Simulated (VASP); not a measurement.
Here is a VASP 6.6.1 calculation.

The input INCAR:

```
PREC = Accurate ; ENCUT = 520
EDIFF = 1E-6 ; ISMEAR = -1
SIGMA = 0.03 ; LREAL = F
LASPH = T ; NELM = 80
ALGO = Normal ; ISIF = 2
LWAVE = F ; LCHARG = F
GGA = PS ; NBANDS = 29
```

The input KPOINTS:

```
Automatic mesh
0
Gamma
  6 6 4
```

The input POSCAR:

```
CaMgF4
1.0
    3.6546389534      0.0000000000      0.0000000000
    0.0000000000      3.6546389534      0.0000000000
    0.0000000000      0.0000000000      5.2404810355
Ca Mg F
1 1 4
Direct
    0.0000000000      0.0000000000      0.0000000000
    0.5000000000      0.5000000000      0.5000000000
    0.5000000000      0.0000000000      0.7336012555
    0.0000000000      0.5000000000      0.2663987445
    0.5000000000      0.0000000000      0.2663987445
    0.0000000000      0.5000000000      0.7336012555
```

Potentials or basis: VASP PAW PBE potentials, release 64 (Ca_sv, Mg, F).

Run with:

```console
$ cat potpaw_PBE.64/Ca_sv/POTCAR potpaw_PBE.64/Mg/POTCAR potpaw_PBE.64/F/POTCAR > POTCAR
$ mpirun -np 1 vasp_std > vasp.out
```

Q: What does it give for the pressure?

A: -0.1 GPa.

Q: What does it give for the largest force?

A: 0.053 eV/Å.

Q: Estimate the band gap on the k mesh.

A: 6.22 eV, indirect (least direct gap 6.31 eV).

Stress tensor (GPa, compression positive):
```
-0.15  0.00  0.00
 0.00 -0.15  0.00
 0.00  0.00 -0.04
```

Caveat: the PAW data sets were made with another functional, which shifts forces and pressure a little. Expect the measured gap to be larger: semilocal functionals such as PBEsol lack the derivative discontinuity.
